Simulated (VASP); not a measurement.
CuO, 4 atoms in the cell. The structure is orthorhombic, space group Cccm (No. 66). The conventional cell has a = 4.022 Å, b = 4.350 Å, c = 5.156 Å, α = 90.00°, β = 90.00°, γ = 90.00°. Cu (site symmetry 2/m) has 4 O at 1.96 Å within 2.6 Å. O (site symmetry 222) has 4 Cu at 1.96 Å and 2 O at 2.58 Å within 2.6 Å. 

```yaml
Program: VASP 6.6.1
Task: single point
Functional: PBEsol
Potentials_or_basis: VASP PAW PBE potentials, release 64 (Cu_sv_GW, O)
Cutoff: 700 eV
k_mesh: 8 × 8 × 5
Occupations: fermi-dirac, width 0.05 eV
Spin: no spin polarisation
Dipole_correction: no
Second_run: valence_matched
Further_INCAR_settings: ALGO = Normal; EDIFF = 1e-06; NBANDS = 33
```

Potentials or basis: VASP PAW PBE potentials, release 64 (Cu_sv_GW, O).

The run is started by

```bash
$ cat potpaw_PBE.64/Cu_sv_GW/POTCAR potpaw_PBE.64/O/POTCAR > POTCAR
$ mpirun -np 1 vasp_std > vasp.out
```

Hardware: 1 thread of Intel(R) Xeon(R) 6975P-C (Granite Rapids), with other jobs on the host.

How long does it take, and how much memory?

It took 73 s on 1 thread of Intel(R) Xeon(R) 6975P-C (Granite Rapids), on a shared host, peak memory 0.29 GiB. Counts: scf iterations 14, k points 63.
